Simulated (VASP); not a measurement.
# BaO in VASP: a series of runs

BaO is run at these levels: PBE, PBEsol; tasks: single point.

Program: VASP 6.6.1. These are calculated values, not measurements. Logs are shortened: lines on timing, memory, paths and dates and some standing lists are left out, and cuts for length are marked.

## Step 1: The cell of the first run

The cell holds a slab with vacuum, 8 atoms: a = 3.889 Å, b = 3.889 Å, c = 26.114 Å, α = 90.00°, β = 90.00°, γ = 120.00°.

## Step 2: Single point, PBE

INCAR reads:

```
PREC = Accurate
ENCUT = 520
EDIFF = 1E-6
ISMEAR = -1
SIGMA = 0.05
LREAL = False
LASPH = True
NELM = 80
ALGO = Normal
ISIF = 2
LWAVE = False
LCHARG = False
LDIPOL = True
IDIPOL = 3
DIPOL = 0.5 0.5 0.500
GGA = PE
NBANDS = 42
```

KPOINTS reads:

```
Automatic mesh
0
Gamma
  8 8 1
```

POSCAR reads:

```
BaO
1.0
    3.8890872965      0.0000000000      0.0000000000
   -1.9445436483      3.3680483963      0.0000000000
    0.0000000000      0.0000000000     26.1139926819
O Ba
4 4
Direct
    0.3333333333      0.6666666667      0.2872023475
    0.0000000000      0.0000000000      0.4088010061
    0.6666666667      0.3333333333      0.5303996646
    0.3333333333      0.6666666667      0.6519983232
    0.6666666667      0.3333333333      0.3480016768
    0.3333333333      0.6666666667      0.4696003354
    0.0000000000      0.0000000000      0.5911989939
    0.6666666667      0.3333333333      0.7127976525
```

Potentials or basis: VASP PAW PBE potentials, release 64 (O, Ba_sv).

Launch:

```bash
$ cat potpaw_PBE.64/O/POTCAR potpaw_PBE.64/Ba_sv/POTCAR > POTCAR
$ mpirun -np 1 vasp_std > vasp.out
```

OUTCAR:

```text
PREC = Accurate
   ENCUT = 520
   EDIFF = 1E-6
   ISMEAR = -1
   LREAL = False
   LASPH = True
   NELM = 80
   ISIF = 2
   GGA = PE

 ion  position               nearest neighbor table
   1  0.333  0.667  0.287-   5 2.75   5 2.75   5 2.75
   2  0.000  0.000  0.409-   5 2.75   6 2.75   5 2.75   6 2.75   5 2.75   6 2.75
   3  0.667  0.333  0.530-   6 2.75   6 2.75   6 2.75   7 2.75   7 2.75   7 2.75
   4  0.333  0.667  0.652-   8 2.75   8 2.75   7 2.75   7 2.75   7 2.75   8 2.75
   5  0.667  0.333  0.348-   1 2.75   1 2.75   2 2.75   2 2.75   2 2.75   1 2.75   6 3.89   6 3.89
                             6 3.89
   6  0.333  0.667  0.470-   3 2.75   3 2.75   3 2.75   2 2.75   2 2.75   2 2.75   7 3.89   7 3.89
                             7 3.89   5 3.89   5 3.89   5 3.89
   7  0.000  0.000  0.591-   4 2.75   3 2.75   4 2.75   3 2.75   4 2.75   3 2.75   6 3.89   6 3.89
                             6 3.89   8 3.89   8 3.89   8 3.89
   8  0.667  0.333  0.713-   4 2.75   4 2.75   4 2.75   7 3.89   7 3.89   7 3.89

  LATTYP: Found a hexagonal cell.
 ALAT       =     3.8890872965
 C/A-ratio  =     6.7146841125

  Lattice vectors:

 A1 = (   3.8890872965,   0.0000000000,   0.0000000000)
 A2 = (  -1.9445436483,   3.3680483963,   0.0000000000)
 A3 = (   0.0000000000,   0.0000000000,  26.1139926819)

Analysis of symmetry for initial positions (statically):
=====================================================================
 Subroutine PRICEL returns:
 Original cell was already a primitive cell.

 Routine SETGRP: Setting up the symmetry group for a
 hexagonal supercell.

 Subroutine GETGRP returns: Found  6 space group operations
 (whereof  6 operations were pure point group operations)
 out of a pool of 24 trial point group operations.

The static configuration has the point symmetry C_3v.

Analysis of symmetry for dynamics (positions and initial velocities):
=====================================================================
 Subroutine PRICEL returns:
 Original cell was already a primitive cell.

 Routine SETGRP: Setting up the symmetry group for a
 hexagonal supercell.

 Subroutine GETGRP returns: Found  6 space group operations
 (whereof  6 operations were pure point group operations)
 out of a pool of 24 trial point group operations.

The dynamic configuration has the point symmetry C_3v.

 Subroutine INISYM returns: Found  6 space group operations
 (whereof  6 operations are pure point group operations),
 and found     1 'primitive' translations

----------------------------------------------------------------------------------------

                                     Primitive cell

  volume of cell :     342.0576

  direct lattice vectors                    reciprocal lattice vectors
     3.889087297  0.000000000  0.000000000     0.257129739  0.148453924  0.000000000
    -1.944543648  3.368048396  0.000000000     0.000000000  0.296907848  0.000000000
     0.000000000  0.000000000 26.113992682     0.000000000  0.000000000  0.038293646

  length of vectors
     3.889087297  3.889087297 26.113992682     0.296907848  0.296907848  0.038293646

  position of ions in fractional coordinates (direct lattice)
     0.333333333  0.666666667  0.287202347
     0.000000000  0.000000000  0.408801006
     0.666666667  0.333333333  0.530399665
     0.333333333  0.666666667  0.651998323
     0.666666667  0.333333333  0.348001677
     0.333333333  0.666666667  0.469600335
     0.000000000  0.000000000  0.591198994
     0.666666667  0.333333333  0.712797653

  ion indices of the primitive-cell ions
   primitive index   ion index
                 1           1
                 2           2
                 3           3
                 4           4
                 5           5
                 6           6
                 7           7
                 8           8

----------------------------------------------------------------------------------------

 KPOINTS: Automatic mesh

Automatic generation of k-mesh.
 Grid dimensions read from file:
 generate k-points for:    8    8    1

 Generating k-lattice:

  Cartesian coordinates                     Fractional coordinates (reciprocal lattice)
     0.032141217  0.018556740  0.000000000     0.125000000  0.000000000  0.000000000
     0.000000000  0.037113481  0.000000000     0.000000000  0.125000000  0.000000000
     0.000000000  0.000000000  0.038293646     0.000000000  0.000000000  1.000000000

  Length of vectors
     0.037113481  0.037113481  0.038293646

  Shift w.r.t. Gamma in fractional coordinates (k-lattice)
     0.000000000  0.000000000  0.000000000

 Subroutine IBZKPT returns following result:
 ===========================================

 Found     10 irreducible k-points:

 Following reciprocal coordinates:
            Coordinates               Weight
  0.000000  0.000000  0.000000      1.000000
  0.125000  0.000000  0.000000      6.000000
  0.250000  0.000000  0.000000      6.000000
  0.375000  0.000000  0.000000      6.000000
  0.500000  0.000000  0.000000      3.000000
  0.125000  0.125000  0.000000      6.000000
  0.250000  0.125000  0.000000     12.000000
  0.375000  0.125000  0.000000     12.000000
  0.250000  0.250000  0.000000      6.000000
  0.375000  0.250000  0.000000      6.000000
   k-points           NKPTS =     10   k-points in BZ     NKDIM =     10   number of bands    NBANDS=     42
   number of dos      NEDOS =    301   number of ions     NIONS =      8
   total plane-waves  NPLWV = 176400
   dimension x,y,z NGX =    30 NGY =   30 NGZ =  196
   dimension x,y,z NGXF=    60 NGYF=   60 NGZF=  392
   ions per type =               4   4
   NGX,Y,Z   is equivalent  to a cutoff of  12.82, 12.82, 12.48 a.u.
   NGXF,Y,Z  is equivalent  to a cutoff of  25.65, 25.65, 24.96 a.u.
 SYSTEM =  unknown system
   PREC   = accura    normal or accurate (medium, high low for compatibility)
   ISTART =      0    job   : 0-new  1-cont  2-samecut
   ICHARG =      2    charge: 1-file 2-atom 10-const
   ISPIN  =      1    spin polarized calculation?
   LNONCOLLINEAR =      F non collinear calculations
   LSORBIT =      F    spin-orbit coupling
   LASPH  =      T    aspherical Exc in radial PAW
   ENCUT  =  520.0 eV  38.22 Ry    6.18 a.u.   7.23  7.23 48.55*2*pi/ulx,y,z
   NELM   =     80;   NELMIN=  2; NELMDL= -5     # of ELM steps
   EDIFF  = 0.1E-05   stopping-criterion for ELM
   LREAL  =      F    real-space projection
   EDIFFG = 0.1E-04   stopping-criterion for IOM
   NSW    =      0    number of steps for IOM
   IBRION =     -1    ionic relax: 0-MD 1-quasi-New 2-CG
   NFREE  =      0    steps in history (QN), initial steepest desc. (CG)
   ISIF   =      2    stress and relaxation
   ISYM   =      2    0-nonsym 1-usesym 2-fastsym
   POTIM  = 0.5000    time-step for ionic-motion
   TEBEG  =    0.0;   TEEND  =   0.0 temperature during run
   PSTRESS=    0.0 pullay stress
   NELECT =      64.0000    total number of electrons
   NUPDOWN=      -1.0000    fix difference up-down
   EMIN   =  10.00;   EMAX   =-10.00  energy-range for DOS
   EFERMI =   0.00;   METHOD = LEGACY
   ISMEAR =    -1;   SIGMA  =   0.05  broadening in eV -4-tet -1-fermi 0-gaus
   EFERMI_NEDOS =   21; number of points for ismear=-14 and -15
   IALGO  =     38    algorithm
   IMIX   =      4    mixing-type and parameters
     AMIX     =   0.40;   BMIX     =  1.00
     AMIX_MAG =   1.60;   BMIX_MAG =  1.00
  volume/ion in A,a.u.               =      42.76       288.54
  Fermi-wavevector in a.u.,A,eV,Ry     =   0.936343  1.769432 11.928753  0.876739
  Thomas-Fermi vector in A             =   2.063343
   LORBIT       =      0    0 simple, 1 ext, 2 COOP (PROOUT), +10 PAW based schemes
   GGA     = PE    functional components
   LHFCALC =     F    Hartree Fock is set to
   AEXX    =    0.0000 exact exchange contribution
   IVDW    =     0    specifies the selected vdW correction
   LEPSILON=     F    determine dielectric tensor
   LRPA    =     F    only Hartree local field effects (RPA)
 non-spin polarized calculation
  energy-cutoff  :      520.00
  volume of cell :      342.06
 maximum number of plane-waves:      9241
 NGX is ok and might be reduce to    30
   NGX = 15   NGY = 15   NGZ = 97

 dipolmoment           0.000000      0.000000      0.151636 electrons x Angstroem

 number of electron      63.9999996 magnetization

 dipolmoment           0.000000      0.000000     -0.382541 electrons x Angstroem

 Free energy of the ion-electron system (eV)
  ---------------------------------------------------
  ext. energy  EPLUGINS =         0.00000000
  ---------------------------------------------------
  free energy    TOTEN  =       -42.31152025 eV

  energy without entropy =      -42.18883142  energy(sigma->0) =      -42.25017584

 E-fermi :  -1.3749     XC(G=0):  -5.5497

 val. band max:       -1.3887554662   @ k =   0.3750   0.2500   0.0000
 cond. band min:      -1.3127664125   @ k =   0.3750   0.1250   0.0000
 fundamental gap:      0.0759890537
 Fermi energy:        -1.3749338098

 k-point     1 :       0.0000    0.0000    0.0000
  band No.  band energies     occupation
      1     -30.3340      2.00000
      2     -28.8876      2.00000
      3     -28.1117      2.00000
      4     -27.1188      2.00000
      5     -19.3311      2.00000
      6     -18.2235      2.00000
[... 34 lines left out ...]
     41       2.3699      0.00000
     42       2.3699      0.00000

 k-point     2 :       0.1250    0.0000    0.0000
  band No.  band energies     occupation
      1     -30.3109      2.00000
      2     -28.8615      2.00000
      3     -28.0863      2.00000
      4     -27.0939      2.00000
      5     -19.3297      2.00000
      6     -18.2326      2.00000
[... 349 lines left out ...]
     41       3.1089      0.00000
     42       3.6107      0.00000

 k-point    10 :       0.3750    0.2500    0.0000
  band No.  band energies     occupation
      1     -30.1547      2.00000
      2     -28.6839      2.00000
      3     -27.9137      2.00000
      4     -26.9248      2.00000
      5     -19.4074      2.00000
      6     -18.3258      2.00000
[... 34 lines left out ...]
     41       3.1031      0.00000
     42       3.5427      0.00000

------------------------ aborting loop because EDIFF is reached ----------------------------------------

 vacuum level on the upper side and lower side of the slab       (xc-potential included)        -2.918         2.200

  FORCE on cell =-STRESS in cart. coord.  units (eV):
  Direction    XX          YY          ZZ          XY          YZ          ZX
  --------------------------------------------------------------------------------------
  -------------------------------------------------------------------------------------
  Total        4.3302872      4.3302872      0.7389697     -0.0000000      0.0000000      0.0000000
  in kB       20.2828039     20.2828039      3.4612893     -0.0000000      0.0000000      0.0000000
  external PRESSURE =      14.6756324 kB  Pullay stress =       0.0000000 kB

 VOLUME and BASIS-vectors are now :
 -----------------------------------------------------------------------------
  energy-cutoff  :      520.00
  volume of cell :      342.06
      direct lattice vectors                 reciprocal lattice vectors
     3.889087297  0.000000000  0.000000000     0.257129739  0.148453924  0.000000000
    -1.944543648  3.368048396  0.000000000     0.000000000  0.296907848  0.000000000
     0.000000000  0.000000000 26.113992682     0.000000000  0.000000000  0.038293646

 POSITION                                       TOTAL-FORCE (eV/Angst)
 -----------------------------------------------------------------------------------
     -0.00000      2.24537      7.50000         0.000000     -0.000000      1.766345
      0.00000      0.00000     10.67543         0.000000     -0.000000      0.772950
      1.94454      1.12268     13.85085         0.000000     -0.000000      0.641566
     -0.00000      2.24537     17.02628        -0.000000      0.000000      0.780311
      1.94454      1.12268      9.08771         0.000000      0.000000     -2.575659
     -0.00000      2.24537     12.26314         0.000000      0.000000     -0.660832
      0.00000      0.00000     15.43857         0.000000     -0.000000     -0.647136
      1.94454      1.12268     18.61399         0.000000     -0.000000     -0.077545
 -----------------------------------------------------------------------------------
    total drift:                                0.000000     -0.000000     -0.010046

  FREE ENERGIE OF THE ION-ELECTRON SYSTEM (eV)
  ---------------------------------------------------
  free  energy   TOTEN  =       -42.3115202544 eV

  energy  without entropy=      -42.1888314162  energy(sigma->0) =      -42.25017584

 vacuum level on the upper side and lower side of the slab         1.501         6.744
```

It took 12 min on 1 thread of Intel Xeon Platinum 8488C (Sapphire Rapids), shared host; peak memory 0.48 GiB.

What came out:

* Free energy: -42.3115 eV
* Largest force: 2.576 eV/Å
* Band gap on the k mesh: zero (band 32 reaches -1.39 eV, above the bottom of band 33 at -1.47 eV)

Forces in eV/Å, atoms in the order of the input:
```
O    0.000  0.000  1.766
O    0.000  0.000  0.773
O    0.000  0.000  0.642
O    0.000  0.000  0.780
Ba   0.000  0.000 -2.576
Ba   0.000  0.000 -0.661
Ba   0.000  0.000 -0.647
Ba   0.000  0.000 -0.078
```

Levels at points of the mesh, in eV from the Fermi level:
```
           k point  band 31  band 32  band 33  band 34  band 35  band 36
(0.00, 0.00, 0.00)    -0.35    -0.09    -0.09     0.74     2.34     2.34
(0.50, 0.00, 0.00)    -0.23    -0.06    -0.04     0.87     1.32     2.31
```

Caveat: spin-orbit coupling is left out, which moves the levels of the heavy elements.

## Step 3: Single point, PBEsol

INCAR reads:

```
ALGO = Normal
DIPOL = 0.5 0.5 0.500
EDIFF = 1E-6
ENCUT = 520
GGA = PS
IDIPOL = 3
ISIF = 2
ISMEAR = -1
LASPH = T
LCHARG = F
LDIPOL = T
LREAL = F
LWAVE = F
NBANDS = 42
NELM = 100
PREC = Accurate
SIGMA = 0.05
```

KPOINTS reads:

```
k-points
0
Gamma
  8 8 1
```

POSCAR is that of step 2.

Potentials or basis: VASP PAW PBE potentials, release 64 (O, Ba_sv).

Launch:

```bash
$ cat potpaw_PBE.64/O/POTCAR potpaw_PBE.64/Ba_sv/POTCAR > POTCAR
$ mpirun -np 1 vasp_std > vasp.out
```

It took 8.9 min on 1 thread of Intel Xeon Platinum 8259CL at 2.50GHz (Skylake/Cascade Lake), shared host; peak memory 0.49 GiB.

It converged, with:

```
Free energy            : -44.5781 eV
Largest force          : 2.466 eV/Å
Band gap on the k mesh : zero (band 32 reaches -1.49 eV, above the bottom of band 33 at -1.57 eV)
```

Forces in eV/Å, atoms in the order of the input:
```
O    0.000  0.000  1.947
O    0.000  0.000  0.752
O    0.000  0.000  0.618
O    0.000  0.000  0.785
Ba   0.000  0.000 -2.466
Ba   0.000  0.000 -0.637
Ba   0.000  0.000 -0.627
Ba   0.000  0.000 -0.372
```

Levels at points of the mesh, in eV from the Fermi level:
| k point | band 29 | band 30 | band 31 | band 32 | band 33 | band 34 | band 35 | band 36 | band 37 | band 38 |
| --- | --- | --- | --- | --- | --- | --- | --- | --- | --- | --- |
| (0.00, 0.00, 0.00) | -1.58 | -0.83 | -0.36 | -0.10 | -0.10 | 0.74 | 2.35 | 2.35 | 2.57 | 2.76 |
| (0.50, 0.00, 0.00) | -1.31 | -0.32 | -0.24 | -0.05 | -0.04 | 0.89 | 1.28 | 2.29 | 3.17 | 3.99 |

Caveat: the PAW data sets were made with another functional, which shifts forces and pressure a little; spin-orbit coupling is left out, which moves the levels of the heavy elements.
